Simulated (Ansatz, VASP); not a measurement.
# Two plane-wave programs on Sc

INCAR

```
PREC = Accurate ; ENCUT = 520
EDIFF = 1E-6 ; ISMEAR = 0
SIGMA = 0.15 ; LREAL = F
LASPH = T ; NELM = 100
ALGO = Fast ; ISIF = 2
LWAVE = F ; LCHARG = F
GGA = PE ; NBANDS = 18
```

KPOINTS

```
Automatic mesh
0
Gamma
  15 15 10
```

Contents of POSCAR:

```
Sc
1.0
    3.2642000000      0.0000000000      0.0000000000
   -1.6321000000      2.8268801230      0.0000000000
    0.0000000000      0.0000000000      5.1626334843
Sc
2
Direct
    0.3333333333      0.6666666667      0.2500000000
    0.6666666667      0.3333333333      0.7500000000
```

Input for Ansatz:

```yaml
crystal:
  lattice:
    - [3.2642, 0.0, 0.0]
    - [-1.6321, 2.826880123, 0.0]
    - [0.0, 0.0, 5.1626334843]
  atoms:
    - { symbol: Sc, position: [0.3333333333, 0.6666666667, 0.25] }
    - { symbol: Sc, position: [0.6666666667, 0.3333333333, 0.75] }
basis:
  ecutwfc: 520.0
kpoints:
  mp_grid: { grid: [15, 15, 10] }
hamiltonian:
  xc: pbe
  pseudopotentials: { kind: paw }
scf:
  occupations: { method: gaussian, width: 0.15 }
output:
  forces: true
  stress: true
  eigenvalues: true
```

Alike in both runs: task single point; functional PBE; k mesh 15 × 15 × 10; occupations gaussian, width 0.15 eV; no spin polarisation.

|  | VASP | Ansatz |
| --- | --- | --- |
| version | VASP 6.6.1 | Ansatz 0.2.0 |
| potentials or method | VASP PAW PBE potentials, release 64 (Sc_sv), cutoff 520 eV | scalar-relativistic, plane waves, PAW |
| valence electrons in the cell | 22 | 22 |

VASP gave:

| Item | Value |
| --- | --- |
| gap on the k mesh at the Fermi level (eV) | none |
| pressure (GPa) | 2.1 |
| traceless stress, the component that is largest in VASP (GPa) | -0.89 |

Task: Which values does Ansatz return?

Result: gap on the k mesh at the Fermi level (eV): none; pressure (GPa): 2.0; traceless stress, the component that is largest in VASP (GPa): -0.89.

A gap of «none» marks a metal or a gap that the smearing closes. With one functional, cell and mesh, what is left measures potentials, basis and numerics.
